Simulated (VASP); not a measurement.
Set up this calculation in VASP 6.6.1, as the native input.

| Quantity | Value |
| --- | --- |
| Task | single point |
| Functional | PBE |
| Potentials or basis | VASP PAW PBE potentials, release 64 (Be, Cd) |
| Cutoff | 520 eV |
| k mesh | 12 × 12 × 1 |
| Occupations | gaussian, width 0.1 eV |
| Spin | no spin polarisation |
| Dipole correction | yes |
| Further INCAR settings | ALGO = Fast; EDIFF = 1e-06; NBANDS = 17 |

The structure of Be3Cd lies in POSCAR:

```
Be3Cd
1.0
    4.6823656166      0.0000000000      0.0000000000
   -2.3411828083      4.0550475738      0.0000000000
    0.0000000000      0.0000000000     23.8000000000
Be Cd
3 1
Direct
    0.5000000000      0.0000000000      0.2941176471
    0.0000000000      0.5000000000      0.2941176471
    0.5000000000      0.5000000000      0.2941176471
    0.0000000000      0.0000000000      0.2941176471
```

The cell was built from a structure type or drawn by symmetry, and may not be a known phase.

One way to write it, as run:

INCAR

```
PREC     = Accurate       # precision mode
ENCUT    = 520            # plane-wave cutoff, eV
EDIFF    = 1E-6           # SCF threshold, eV
ISMEAR   = 0              # smearing method
SIGMA    = 0.1            # smearing width, eV
LREAL    = False          # projectors in reciprocal space
LASPH    = True           # aspherical terms in the spheres
NELM     = 100            # most SCF steps
ALGO     = Fast           # electronic algorithm
ISIF     = 2              # what is computed and relaxed
LWAVE    = False          # write WAVECAR
LCHARG   = False          # write CHGCAR
LDIPOL   = True         
IDIPOL   = 3            
DIPOL    = 0.5 0.5 0.294
GGA      = PE             # functional
NBANDS   = 17             # bands
```

KPOINTS

```
regular mesh
0
Gamma
  12 12 1
```

Potentials or basis: VASP PAW PBE potentials, release 64 (Be, Cd).

Run with:

```bash
$ cat potpaw_PBE.64/Be/POTCAR potpaw_PBE.64/Cd/POTCAR > POTCAR
$ mpirun -np 1 vasp_std > vasp.out
```

It gave:

- Band gap on the k mesh: zero (bands 9 and 10 overlap by 2.79 eV)

It took 2.6 min on 1 thread of AMD EPYC 9R45 96-Core Processor (Zen 5) (shared host), peak memory 0.57 GiB.
